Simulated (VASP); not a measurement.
Write the native input for VASP 6.6.1 that does the following.

```
Task                   : single point
Functional             : LDA
Potentials or basis    : VASP PAW LDA potentials, release 64 (Sb, Ga_d)
Cutoff                 : 520 eV
k mesh                 : 7 × 7 × 7
Occupations            : fermi-dirac, width 0.05 eV
Spin                   : no spin polarisation
Dipole correction      : no
Further INCAR settings : ALGO = Normal; EDIFF = 1e-06; NBANDS = 16
```

The structure of GaSb lies in POSCAR:

```
GaSb
1.0
   -1.5559010000      2.6750030000      2.8933130000
    1.5559010000     -2.6750030000      2.8933130000
    1.5559010000      2.6750030000     -2.8933130000
Sb Ga
1 1
Direct
    0.5000000000      0.5000000000      0.0000000000
    0.0000000000      0.0000000000      0.0000000000
```

These files were run (other wordings do the same):

INCAR

```
SYSTEM = GaSb
ALGO = Normal
EDIFF = 1E-6
ENCUT = 520
ISIF = 2
ISMEAR = -1
LASPH = .True.
LCHARG = .True.
LELF = .True.
LREAL = .False.
LVHAR = .True.
LWAVE = .False.
NBANDS = 16
NELM = 80
PREC = Accurate
SIGMA = 0.05
```

KPOINTS

```
k-points
0
Gamma
  7 7 7
  0 0 0
```

Potentials or basis: VASP PAW LDA potentials, release 64 (Sb, Ga_d).

Command:

```sh
$ cat potpaw_LDA.64/Sb/POTCAR potpaw_LDA.64/Ga_d/POTCAR > POTCAR
$ mpirun -np 1 vasp_std > vasp.out
```

Results of the run:

- Pressure: -4.6 GPa
- Band gap on the k mesh: zero (band 9 reaches 8.12 eV, above the bottom of band 10 at 4.14 eV)

Caveat: spin-orbit coupling is left out, which moves the levels of the heavy elements.

It took 33 s on 1 thread of AMD EPYC 7R43 64-Core Processor (Zen 3), on a shared host, peak memory 0.15 GiB.
